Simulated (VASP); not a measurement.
# Mg8HO8 (a cell with a defect) in VASP: a series of runs

Runs on Mg8HO8 (a cell with a defect). Level: PBE. Tasks: single point.

All numbers are computed with VASP 6.6.1; they aren't measurements. Logs are shortened: lines on timing, memory, paths and dates and some standing lists are left out, and cuts for length are marked.

## Step 1: The cell of the first run

The cell holds a defect, 17 atoms: a = 5.932 Å, b = 5.932 Å, c = 5.932 Å, α = 60.00°, β = 60.00°, γ = 60.00°.

## Step 2: Single point, PBE

INCAR

```
SYSTEM = Mg8HO8
PREC     = Accurate       ! precision mode
ENCUT    = 520            ! plane-wave cutoff, eV
EDIFF    = 1E-6           ! SCF threshold, eV
ISMEAR   = 0              ! smearing method
SIGMA    = 0.02           ! smearing width, eV
LREAL    = Auto         
LASPH    = .True.         ! aspherical terms in the spheres
NELM     = 100            ! most SCF steps
ALGO     = Normal         ! electronic algorithm
ISIF     = 2              ! what is computed and relaxed
LWAVE    = .False.        ! write WAVECAR
LCHARG   = .True.         ! write CHGCAR
GGA      = PE             ! functional
LELF     = .True.         ! ELF
LVHAR    = .True.       
NELECT   = 64.0         
NBANDS   = 46             ! bands
```

KPOINTS

```
Automatic mesh
0
Gamma
  2 2 2
  0 0 0
```

POSCAR

```
Mg8HO8
1.0
    0.0000000000      4.1948000000      4.1948000000
    4.1948000000      0.0000000000      4.1948000000
    4.1948000000      4.1948000000      0.0000000000
Mg O H
8 8 1
Direct
    0.0048526747     -0.0053795175     -0.0056813197
    0.0003201583      0.0028923906      0.4898362258
    0.0004335129      0.4900847478      0.0025632926
    0.0006642748      0.4926505435      0.4924905836
    0.4935600029      0.0003565128      0.0001908315
    0.4863579908      0.0260797893      0.4643326261
    0.4861246067      0.4645502765      0.0260607180
    0.5012458282      0.4978044245      0.4975812911
    0.2386458234      0.2462042290      0.2461610804
    0.2513762277      0.2480647468      0.7426842758
    0.2512660914      0.7428840469      0.2479686755
    0.2689336798      0.7463395156      0.7462939830
    0.7480200486      0.2462206780      0.2458249499
    0.7497904548      0.2439475064      0.7493389435
    0.7498445695      0.7495422905      0.2436130447
    0.7543657624      0.7460642939      0.7455653428
    0.5820985506      0.7530661772      0.7529615238
```

Potentials or basis: VASP PAW PBE potentials, release 64 (Mg, O, H).

Run with:

```sh
> cat potpaw_PBE.64/Mg/POTCAR potpaw_PBE.64/O/POTCAR potpaw_PBE.64/H/POTCAR > POTCAR
> mpirun -np 1 vasp_std > vasp.out
```

OUTCAR:

```text
SYSTEM = Mg8HO8
   PREC = Accurate
   ENCUT = 520
   EDIFF = 1E-6
   ISMEAR = 0
   LREAL = Auto
   LASPH = .True.
   NELM = 100
   ISIF = 2
   GGA = PE
   NELECT = 64.0

 ion  position               nearest neighbor table
   1  0.005  0.995  0.994-  12 2.08  10 2.10  14 2.10  11 2.10  15 2.10  13 2.11   5 2.93   6 2.94
                             7 2.94   3 2.95   2 2.95   4 2.97   4 2.97   2 2.98   3 2.98   5 3.00
   2  0.000  0.003  0.490-   9 2.02  13 2.08  14 2.10  11 2.11  16 2.11  12 2.20   6 2.88   3 2.89
                             4 2.91   5 2.92   8 2.95   1 2.95   1 2.98   8 2.98   5 3.02   4 3.02
   3  0.000  0.490  0.003-   9 2.02  13 2.08  15 2.10  10 2.11  16 2.11  12 2.20   7 2.88   2 2.89
                             4 2.91   5 2.92   8 2.95   1 2.95   1 2.98   8 2.98   5 3.02   4 3.02
   4  0.001  0.493  0.492-   9 2.07  14 2.10  15 2.10  11 2.10  10 2.10  16 2.13   7 2.83   6 2.83
                             2 2.91   3 2.91   8 2.93   1 2.97   1 2.97   8 3.00   3 3.02   2 3.02
   5  0.494  0.000  0.000-   9 2.06  15 2.10  10 2.10  11 2.10  14 2.10  16 2.14   6 2.81   7 2.81
                             3 2.92   2 2.92   1 2.93   8 2.97   8 2.97   1 3.00   2 3.02   3 3.02
   6  0.486  0.026  0.464-  17 1.78   9 1.96  13 2.03  15 2.09  12 2.10  10 2.11  16 2.30   7 2.60
                             5 2.81   4 2.83   2 2.88   1 2.94   8 2.95   8 3.00   1 3.01   2 3.06
   7  0.486  0.465  0.026-  17 1.78   9 1.96  13 2.03  14 2.09  12 2.10  11 2.11  16 2.31   6 2.60
                             5 2.81   4 2.83   3 2.88   1 2.94   8 2.95   8 3.00   1 3.01   3 3.06
   8  0.501  0.498  0.498-  12 2.09  11 2.10  10 2.10  14 2.10  15 2.10  13 2.11   4 2.93   7 2.95
                             2 2.95   6 2.95   3 2.95   5 2.97   5 2.97   3 2.98   2 2.98   6 3.00
   9  0.239  0.246  0.246-   7 1.96   6 1.96   2 2.02   3 2.02   5 2.06   4 2.07
  10  0.251  0.248  0.743-   8 2.10   5 2.10   1 2.10   4 2.10   3 2.11   6 2.11
  11  0.251  0.743  0.248-   8 2.10   5 2.10   1 2.10   4 2.10   2 2.11   7 2.11
  12  0.269  0.746  0.746-   1 2.08   8 2.09   7 2.10   6 2.10   3 2.20   2 2.20
  13  0.748  0.246  0.246-   7 2.03   6 2.03   3 2.08   2 2.08   1 2.11   8 2.11
  14  0.750  0.244  0.749-   7 2.09   4 2.10   5 2.10   1 2.10   8 2.10   2 2.10
  15  0.750  0.750  0.244-   6 2.09   5 2.10   4 2.10   1 2.10   8 2.10   3 2.10
  16  0.754  0.746  0.746-  17 0.98   2 2.11   3 2.11   4 2.13   5 2.14   6 2.30   7 2.31
  17  0.582  0.753  0.753-  16 0.98   6 1.78   7 1.78

  LATTYP: Found a face centered cubic cell.
 ALAT       =     8.3896000000

  Lattice vectors:

 A1 = (   0.0000000000,   4.1948000000,   4.1948000000)
 A2 = (   4.1948000000,   0.0000000000,   4.1948000000)
 A3 = (   4.1948000000,   4.1948000000,   0.0000000000)

Analysis of symmetry for initial positions (statically):
=====================================================================
 Subroutine PRICEL returns:
 Original cell was already a primitive cell.

 Routine SETGRP: Setting up the symmetry group for a
 face centered cubic supercell.

 Subroutine GETGRP returns: Found  1 space group operations
 (whereof  1 operations were pure point group operations)
 out of a pool of 48 trial point group operations.

The static configuration has the point symmetry C_1 .

Analysis of symmetry for dynamics (positions and initial velocities):
=====================================================================
 Subroutine PRICEL returns:
 Original cell was already a primitive cell.

 Routine SETGRP: Setting up the symmetry group for a
 face centered cubic supercell.

 Subroutine GETGRP returns: Found  1 space group operations
 (whereof  1 operations were pure point group operations)
 out of a pool of 48 trial point group operations.

The dynamic configuration has the point symmetry C_1 .

 Subroutine INISYM returns: Found  1 space group operations
 (whereof  1 operations are pure point group operations),
 and found     1 'primitive' translations

----------------------------------------------------------------------------------------

                                     Primitive cell

  volume of cell :     147.6263

  direct lattice vectors                    reciprocal lattice vectors
     0.000000000  4.194800000  4.194800000    -0.119195194  0.119195194  0.119195194
     4.194800000  0.000000000  4.194800000     0.119195194 -0.119195194  0.119195194
     4.194800000  4.194800000  0.000000000     0.119195194  0.119195194 -0.119195194

  length of vectors
     5.932343051  5.932343051  5.932343051     0.206452132  0.206452132  0.206452132

  position of ions in fractional coordinates (direct lattice)
     0.004852675  0.994620482  0.994318680
     0.000320158  0.002892391  0.489836226
     0.000433513  0.490084748  0.002563293
     0.000664275  0.492650543  0.492490584
     0.493560003  0.000356513  0.000190831
     0.486357991  0.026079789  0.464332626
[... 9 lines left out ...]
     0.754365762  0.746064294  0.745565343
     0.582098551  0.753066177  0.752961524

  ion indices of the primitive-cell ions
   primitive index   ion index
                 1           1
                 2           2
                 3           3
                 4           4
                 5           5
                 6           6
[... 9 lines left out ...]
                16          16
                17          17

----------------------------------------------------------------------------------------

 KPOINTS: Automatic mesh

Automatic generation of k-mesh.
 Grid dimensions read from file:
 generate k-points for:    2    2    2

 Generating k-lattice:

  Cartesian coordinates                     Fractional coordinates (reciprocal lattice)
    -0.059597597  0.059597597  0.059597597     0.500000000  0.000000000  0.000000000
     0.059597597 -0.059597597  0.059597597     0.000000000  0.500000000  0.000000000
     0.059597597  0.059597597 -0.059597597     0.000000000  0.000000000  0.500000000

  Length of vectors
     0.103226066  0.103226066  0.103226066

  Shift w.r.t. Gamma in fractional coordinates (k-lattice)
     0.000000000  0.000000000  0.000000000

 Subroutine IBZKPT returns following result:
 ===========================================

 Found      8 irreducible k-points:

 Following reciprocal coordinates:
            Coordinates               Weight
  0.000000  0.000000  0.000000      1.000000
  0.500000  0.000000  0.000000      1.000000
  0.000000  0.500000  0.000000      1.000000
  0.000000  0.000000  0.500000      1.000000
  0.500000  0.500000  0.500000      1.000000
  0.500000  0.500000  0.000000      1.000000
  0.000000  0.500000  0.500000      1.000000
  0.500000  0.000000  0.500000      1.000000
   k-points           NKPTS =      8   k-points in BZ     NKDIM =      8   number of bands    NBANDS=     46
   number of dos      NEDOS =    301   number of ions     NIONS =     17
   total plane-waves  NPLWV = 110592
   dimension x,y,z NGX =    48 NGY =   48 NGZ =   48
   dimension x,y,z NGXF=    96 NGYF=   96 NGZF=   96
   ions per type =               8   8   1
   NGX,Y,Z   is equivalent  to a cutoff of  13.45, 13.45, 13.45 a.u.
   NGXF,Y,Z  is equivalent  to a cutoff of  26.90, 26.90, 26.90 a.u.
 SYSTEM =  Mg8HO8
   PREC   = accura    normal or accurate (medium, high low for compatibility)
   ISTART =      0    job   : 0-new  1-cont  2-samecut
   ICHARG =      2    charge: 1-file 2-atom 10-const
   ISPIN  =      1    spin polarized calculation?
   LNONCOLLINEAR =      F non collinear calculations
   LSORBIT =      F    spin-orbit coupling
   LASPH  =      T    aspherical Exc in radial PAW
   ENCUT  =  520.0 eV  38.22 Ry    6.18 a.u.  11.03 11.03 11.03*2*pi/ulx,y,z
   NELM   =    100;   NELMIN=  2; NELMDL= -5     # of ELM steps
   EDIFF  = 0.1E-05   stopping-criterion for ELM
   LREAL  =      T    real-space projection
   EDIFFG = 0.1E-04   stopping-criterion for IOM
   NSW    =      0    number of steps for IOM
[... 5 lines left out ...]
   TEBEG  =    0.0;   TEEND  =   0.0 temperature during run
   PSTRESS=    0.0 pullay stress
   NELECT =      64.0000    total number of electrons
   NUPDOWN=      -1.0000    fix difference up-down
   EMIN   =  10.00;   EMAX   =-10.00  energy-range for DOS
   EFERMI =   0.00;   METHOD = LEGACY
   ISMEAR =     0;   SIGMA  =   0.02  broadening in eV -4-tet -1-fermi 0-gaus
   EFERMI_NEDOS =   21; number of points for ismear=-14 and -15
   IALGO  =     38    algorithm
   IMIX   =      4    mixing-type and parameters
     AMIX     =   0.40;   BMIX     =  1.00
     AMIX_MAG =   1.60;   BMIX_MAG =  1.00
  volume/ion in A,a.u.               =       8.68        58.60
  Fermi-wavevector in a.u.,A,eV,Ry     =   1.239025  2.341419 20.887448  1.535184
  Thomas-Fermi vector in A             =   2.373526
   LORBIT       =      0    0 simple, 1 ext, 2 COOP (PROOUT), +10 PAW based schemes
   GGA     = PE    functional components
   LHFCALC =     F    Hartree Fock is set to
   AEXX    =    0.0000 exact exchange contribution
   IVDW    =     0    specifies the selected vdW correction
   LEPSILON=     F    determine dielectric tensor
   LRPA    =     F    only Hartree local field effects (RPA)
 non-spin polarized calculation
 Gauss-broadening in eV      SIGMA  =   0.02
  energy-cutoff  :      520.00
  volume of cell :      147.63
 maximum number of plane-waves:      3996
 NGX is ok and might be reduce to    48
   NGX = 23   NGY = 23   NGZ = 23

 number of electron      64.0000000 magnetization

 Free energy of the ion-electron system (eV)
  ---------------------------------------------------
  ext. energy  EPLUGINS =         0.00000000
  ---------------------------------------------------
  free energy    TOTEN  =      -102.03314302 eV

  energy without entropy =     -102.03314302  energy(sigma->0) =     -102.03314302

 E-fermi :   3.5825     XC(G=0): -11.1082

 val. band max:        3.4278732372   @ k =   0.0000   0.0000   0.0000
 cond. band min:       7.8109860953   @ k =   0.0000   0.0000   0.0000
 fundamental gap:      4.3831128581
 Fermi energy:         3.5824637964

 k-point     1 :       0.0000    0.0000    0.0000
  band No.  band energies     occupation
      1     -16.5217      2.00000
      2     -13.6931      2.00000
      3     -12.7800      2.00000
      4     -12.5636      2.00000
      5     -12.3194      2.00000
      6     -12.3137      2.00000
[... 36 lines left out ...]
     43      13.6984      0.00000
     44      15.1904      0.00000

 k-point     2 :       0.5000    0.0000    0.0000
  band No.  band energies     occupation
      1     -16.4939      2.00000
      2     -13.4726      2.00000
      3     -12.8928      2.00000
      4     -12.7231      2.00000
      5     -12.3478      2.00000
      6     -12.3099      2.00000
[... 36 lines left out ...]
     43      14.7013      0.00000
     44      14.9359      0.00000

 k-point     3 :       0.0000    0.5000    0.0000
  band No.  band energies     occupation
      1     -16.4985      2.00000
      2     -13.4675      2.00000
      3     -12.8903      2.00000
      4     -12.6958      2.00000
      5     -12.3595      2.00000
      6     -12.3192      2.00000
[... 224 lines left out ...]
     43      14.7658      0.00000
     44      15.0658      0.00000

 k-point     8 :       0.5000    0.0000    0.5000
  band No.  band energies     occupation
      1     -16.4882      2.00000
      2     -13.3438      2.00000
      3     -13.0086      2.00000
      4     -12.6406      2.00000
      5     -12.4069      2.00000
      6     -12.3784      2.00000
[... 36 lines left out ...]
     43      14.8444      0.00000
     44      14.9609      0.00000
 [bands above 44 left out]

------------------------ aborting loop because EDIFF is reached ----------------------------------------

  FORCE on cell =-STRESS in cart. coord.  units (eV):
  Direction    XX          YY          ZZ          XY          YZ          ZX
  --------------------------------------------------------------------------------------
  -------------------------------------------------------------------------------------
  Total       -0.1620257      3.6020143      3.6134949      0.1633256     -4.3300695      0.1633478
  in kB       -1.7584531     39.0923917     39.2169902      1.7725602    -46.9939207      1.7728009
  external PRESSURE =      25.5169763 kB  Pullay stress =       0.0000000 kB

 VOLUME and BASIS-vectors are now :
 -----------------------------------------------------------------------------
  energy-cutoff  :      520.00
  volume of cell :      147.63
      direct lattice vectors                 reciprocal lattice vectors
     0.000000000  4.194800000  4.194800000    -0.119195194  0.119195194  0.119195194
     4.194800000  0.000000000  4.194800000     0.119195194 -0.119195194  0.119195194
     4.194800000  4.194800000  0.000000000     0.119195194  0.119195194 -0.119195194

 POSITION                                       TOTAL-FORCE (eV/Angst)
 -----------------------------------------------------------------------------------
      8.34320      4.19132      4.19259         0.004310     -0.000634     -0.002226
      2.06690      2.05611      0.01348        -0.001906     -0.001872      0.010994
      2.06656      0.01257      2.05763        -0.000877      0.009974     -0.004857
      4.13247      2.06869      2.06936        -0.019485      0.000978      0.001259
      0.00230      2.07119      2.07188         0.025580      0.007598      0.008531
      2.05718      3.98796      2.14957        -0.004432     -0.026950      0.007607
[... 9 lines left out ...]
      6.25709      6.29191      6.29400        -0.008242      0.093255      0.085829
      6.31749      5.60031      5.60075         0.062016     -0.084491     -0.085780
 -----------------------------------------------------------------------------------
    total drift:                               -0.020900      0.001633      0.006020

  FREE ENERGIE OF THE ION-ELECTRON SYSTEM (eV)
  ---------------------------------------------------
  free  energy   TOTEN  =      -102.0331430214 eV

  energy  without entropy=     -102.0331430214  energy(sigma->0) =     -102.03314302
```

Run time: 1.7 min. Hardware: 1 thread of Intel Xeon Platinum 8559C (Emerald Rapids), shared host; peak memory 0.33 GiB.

What came out:

| Property | Result |
| --- | --- |
| Free energy | -102.0331 eV |
| Largest force | 0.135 eV/Å |

Forces in eV/Å, atoms in the order of the input:
```
Mg   0.004 -0.001 -0.002
Mg  -0.002 -0.002  0.011
Mg  -0.001  0.010 -0.005
Mg  -0.019  0.001  0.001
Mg   0.026  0.008  0.009
Mg  -0.004 -0.027  0.008
Mg  -0.008  0.008 -0.022
Mg  -0.013 -0.001 -0.001
O   -0.003 -0.009 -0.005
O   -0.005  0.002 -0.001
O   -0.007 -0.001  0.005
O   -0.007 -0.003  0.002
O   -0.007  0.002 -0.001
O   -0.005  0.000  0.001
O   -0.002  0.002  0.000
O   -0.008  0.093  0.086
H    0.062 -0.084 -0.086
```

Levels at points of the mesh, in eV from the Fermi level:
```
           k point  band 30  band 31  band 32  band 33  band 34  band 35
(0.00, 0.00, 0.00)    -0.21    -0.18    -0.15     4.23     6.60     7.75
(0.50, 0.00, 0.00)    -0.47    -0.46    -0.39     6.53     7.01     8.43
(0.00, 0.50, 0.00)    -0.48    -0.44    -0.41     5.77     7.08     8.52
(0.00, 0.00, 0.50)    -0.48    -0.44    -0.41     5.77     7.08     8.52
(0.50, 0.50, 0.50)    -0.48    -0.45    -0.40     6.47     7.01     8.45
(0.50, 0.50, 0.00)    -0.72    -0.71    -0.59     7.11     7.87     8.74
(0.00, 0.50, 0.50)    -0.62    -0.58    -0.50     6.49     8.04     8.78
(0.50, 0.00, 0.50)    -0.72    -0.71    -0.59     7.11     7.87     8.74
```

Caveat: the k points lie up to 0.65 Å⁻¹ apart; the cell carries a net charge on a neutralising background, which shifts energy and pressure; the cell is charged against a uniform background, so pressure and absolute levels hang on convention.

## Step 3: Single point, PBE

INCAR

```
  PREC = Accurate
  ENCUT = 520
  EDIFF = 1E-7
  ISMEAR = 0
  SIGMA = 0.02
  LREAL = Auto
  LASPH = True
  NELM = 60
  ALGO = Normal
  ISIF = 2
  LWAVE = False
  LCHARG = False
  GGA = PE
  NELECT = 64.0
  NBANDS = 46
```

KPOINTS

```
regular mesh
0
Gamma
  2 2 2
```

POSCAR

```
Mg8HO8
1.0
    0.0000000000      4.1948000000      4.1948000000
    4.1948000000      0.0000000000      4.1948000000
    4.1948000000      4.1948000000      0.0000000000
Mg O H
8 8 1
Direct
    0.0042196291      0.0019978306     -0.0144968771
   -0.0070061743      0.0099672213      0.4940453657
   -0.0073879565      0.5030018118     -0.0043079527
   -0.0069457423      0.4972515972      0.4937174597
    0.5010478450      0.0320993850     -0.0017582483
    0.4908899113      0.0029398303      0.4968217793
    0.5020453895      0.4601737866     -0.0005361400
    0.5008149375      0.5034458139      0.4867401306
    0.2409241203      0.2516845857      0.2488923191
    0.2425495852      0.2664796891      0.7348824735
    0.2897119052      0.7570681558      0.1885912320
    0.2424914179      0.7500920187      0.7349122723
    0.7522094021      0.2418198722      0.2457478306
    0.7512085201      0.2512705016      0.7398053542
    0.7518078335      0.7544823353      0.2453021598
    0.7120364499      0.7563725327      0.7681287546
    0.4819720845      0.7746935492      0.9606950272
```

Potentials or basis: VASP PAW PBE potentials, release 64 (Mg, O, H).

Run with:

```sh
> cat potpaw_PBE.64/Mg/POTCAR potpaw_PBE.64/O/POTCAR potpaw_PBE.64/H/POTCAR > POTCAR
> mpirun -np 1 vasp_std > vasp.out
```

Run time: 92 s. Hardware: 1 thread of Intel Xeon Platinum 8559C (Emerald Rapids), shared host; peak memory 0.33 GiB.

The run converged. Its results:

```yaml
Free_energy: -101.7439 eV
Largest_force: 0.286 eV/Å
```

Forces on the atoms (eV/Å):
```
Mg  -0.009 -0.026  0.002
Mg  -0.040 -0.019  0.059
Mg  -0.015 -0.002  0.002
Mg  -0.066 -0.014  0.027
Mg   0.030 -0.068  0.050
Mg   0.000 -0.015 -0.004
Mg  -0.035 -0.102 -0.012
Mg  -0.036 -0.036  0.019
O   -0.016 -0.017  0.022
O   -0.006 -0.007 -0.016
O    0.159  0.086 -0.137
O    0.004 -0.009 -0.007
O   -0.028 -0.024 -0.005
O   -0.031 -0.048  0.028
O    0.000 -0.013  0.024
O    0.097  0.030 -0.088
H   -0.008  0.284  0.037
```

Levels at points of the mesh, in eV from the Fermi level:
| k point | band 29 | band 30 | band 31 | band 32 | band 33 | band 34 | band 35 | band 36 |
| --- | --- | --- | --- | --- | --- | --- | --- | --- |
| (0.00, 0.00, 0.00) | -0.50 | -0.23 | -0.21 | -0.16 | 4.30 | 6.69 | 7.86 | 7.87 |
| (0.50, 0.00, 0.00) | -0.64 | -0.54 | -0.44 | -0.37 | 6.75 | 6.99 | 8.85 | 9.12 |
| (0.00, 0.50, 0.00) | -0.67 | -0.47 | -0.46 | -0.40 | 5.77 | 7.09 | 8.54 | 9.41 |
| (0.00, 0.00, 0.50) | -0.63 | -0.56 | -0.44 | -0.37 | 6.78 | 6.97 | 8.84 | 9.08 |
| (0.50, 0.50, 0.50) | -0.67 | -0.47 | -0.45 | -0.40 | 5.77 | 7.09 | 8.54 | 9.41 |
| (0.50, 0.50, 0.00) | -0.86 | -0.85 | -0.77 | -0.72 | 7.46 | 7.89 | 8.85 | 9.02 |
| (0.00, 0.50, 0.50) | -0.87 | -0.85 | -0.77 | -0.72 | 7.46 | 7.89 | 8.85 | 9.02 |
| (0.50, 0.00, 0.50) | -0.60 | -0.60 | -0.49 | -0.49 | 6.32 | 8.07 | 8.62 | 9.36 |

Caveat: the k points lie up to 0.65 Å⁻¹ apart; the cell carries a net charge on a neutralising background, which shifts energy and pressure; the cell is charged against a uniform background, so pressure and absolute levels hang on convention.
